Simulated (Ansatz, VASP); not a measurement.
# BaMg6Cd in VASP and in Ansatz

INCAR

```
SYSTEM = BaMg6Cd
ALGO = Fast
EDIFF = 1E-6
ENCUT = 520
GGA = PE
ISIF = 2
ISMEAR = 0
LASPH = .TRUE.
LCHARG = .TRUE.
LELF = .TRUE.
LREAL = .FALSE.
LVHAR = .TRUE.
LWAVE = .FALSE.
NBANDS = 27
NELM = 80
PREC = Accurate
SIGMA = 0.1
```

The input KPOINTS:

```
k-points
0
G
  8 6 6
  0 0 0
```

POSCAR

```
BaMg6Cd
1.0
    4.9273626151      0.0000000000      0.0000000000
    0.0000000000      3.3974493857      6.1647926269
    0.0000000000     -3.3974493857      6.1647926269
Ba Mg Cd
1 6 1
Direct
    0.0000000000      0.7963529148      0.7963529148
    0.0000000000      0.3646393721      0.7913469579
    0.0000000000      0.7913469579      0.3646393721
    0.0000000000      0.3381151416      0.3381151416
    0.5000000000      0.1876598884      0.6817710796
    0.5000000000      0.6817710796      0.1876598884
    0.5000000000      0.1604084251      0.1604084251
    0.5000000000      0.6797062204      0.6797062204
```

Input for Ansatz:

```yaml
crystal:
  lattice:
    - [4.9273626151, 0.0, 0.0]
    - [0.0, 3.3974493857, 6.1647926269]
    - [0.0, -3.3974493857, 6.1647926269]
  atoms:
    - { symbol: Ba, position: [0.0, 0.7963529148, 0.7963529148] }
    - { symbol: Mg, position: [0.0, 0.3646393721, 0.7913469579] }
    - { symbol: Mg, position: [0.0, 0.7913469579, 0.3646393721] }
    - { symbol: Mg, position: [0.0, 0.3381151416, 0.3381151416] }
    - { symbol: Mg, position: [0.5, 0.1876598884, 0.6817710796] }
    - { symbol: Mg, position: [0.5, 0.6817710796, 0.1876598884] }
    - { symbol: Mg, position: [0.5, 0.1604084251, 0.1604084251] }
    - { symbol: Cd, position: [0.5, 0.6797062204, 0.6797062204] }
basis:
  ecutwfc: 420
kpoints:
  mp_grid: { grid: [8, 6, 6] }
hamiltonian:
  xc: pbe
scf:
  occupations: { method: gaussian, width: 0.1 }
output:
  forces: true
  stress: true
  eigenvalues: true
  populations: true
  write_density: true
  write_potential: true
  elf: true
  volumetric_format: npy
```

Alike in both runs: task single point; functional PBE; k mesh 8 × 6 × 6; occupations gaussian, width 0.1 eV; no spin polarisation.

|  | VASP | Ansatz |
| --- | --- | --- |
| version | VASP 6.6.1 | Ansatz 0.2.0 |
| potentials or method | VASP PAW PBE potentials, release 64 (Ba_sv, Mg, Cd), cutoff 520 eV | scalar-relativistic, plane waves, PAW |
| valence electrons in the cell | 34 | 90 |

Ansatz gave:

| Quantity | Value |
| --- | --- |
| gap on the k mesh at the Fermi level (eV) | none |
| pressure (GPa) | 4.2 |
| traceless stress, the component that is largest in VASP (GPa) | 3.72 |
| rms of the force components (eV/Å) | 0.889 |

Which values does VASP return?

gap on the k mesh at the Fermi level (eV): none; pressure (GPa): 4.3; traceless stress, the component that is largest in VASP (GPa): 3.87; rms of the force components (eV/Å): 0.922.

Atom by atom the forces differ by 0.035 eV/Å (rms over components). A gap of «none» marks a metal or a gap that the smearing closes. VASP's potentials hold 34 valence electrons a cell and Ansatz's 90, so a difference there can come from the potentials and not from the codes.

Neither program's run includes spin-orbit coupling.
